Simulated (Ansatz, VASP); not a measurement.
# Two plane-wave programs on As

INCAR

```
SYSTEM = As
ALGO = Normal
DIPOL = 0.5 0.5 0.500
EDIFF = 1E-6
ENCUT = 520
IDIPOL = 3
ISIF = 2
ISMEAR = 0
LASPH = .True.
LCHARG = .True.
LDIPOL = .True.
LELF = .True.
LREAL = .False.
LVACPOTAV = .True.
LVHAR = .True.
LWAVE = .False.
NBANDS = 12
NELM = 60
PREC = Accurate
SIGMA = 0.02
```

Contents of KPOINTS:

```
k-points
0
Gamma
  9 9 1
  0 0 0
```

The input POSCAR:

```
As
1.0
    3.5760000000      0.0000000000      0.0000000000
   -1.7880000000      3.0969068439      0.0000000000
    0.0000000000      0.0000000000     28.0000000000
As
2
Direct
    0.3333333333      0.6666666667      0.5105714286
    0.6666666667      0.3333333333      0.4894285714
```

Input for Ansatz:

```yaml
crystal:
  lattice:
    - [3.576, 0.0, 0.0]
    - [-1.788, 3.0969068439, 0.0]
    - [0.0, 0.0, 28.0]
  atoms:
    - { symbol: As, position: [0.3333333333, 0.6666666667, 0.5105714286] }
    - { symbol: As, position: [0.6666666667, 0.3333333333, 0.4894285714] }
  periodic: [true, true, false]
basis:
  ecutwfc: 420
kpoints:
  mp_grid: { grid: [9, 9, 1] }
hamiltonian:
  xc: lda
scf:
  occupations: { method: gaussian, width: 0.02 }
output:
  forces: true
  stress: true
  eigenvalues: true
```

Alike in both runs: task single point; functional LDA; k mesh 9 × 9 × 1; occupations gaussian, width 0.02 eV; no spin polarisation.

```csv
,VASP,Ansatz
version,VASP 6.6.1,Ansatz 0.2.0
potentials or method,"VASP PAW LDA potentials, release 64 (As), cutoff 520 eV","scalar-relativistic, plane waves, PAW"
valence electrons in the cell,10,30
```

VASP gave:

- gap on the k mesh at the Fermi level (eV): none
- rms of the force components (eV/Å): 2.776
- work function, face that differs most (eV): 4.20

Task: Estimate Ansatz's values.

Result: gap on the k mesh at the Fermi level (eV): none; rms of the force components (eV/Å): 2.728; work function, face that differs most (eV): 4.20.

LDA's correlation is that of Perdew and Zunger in VASP and of Perdew and Wang (1992) in Ansatz. Atom by atom the forces differ by 0.048 eV/Å (rms over components). A gap of «none» marks a metal or a gap that the smearing closes. VASP's potentials hold 10 valence electrons a cell and Ansatz's 30, so a difference there can come from the potentials and not from the codes.
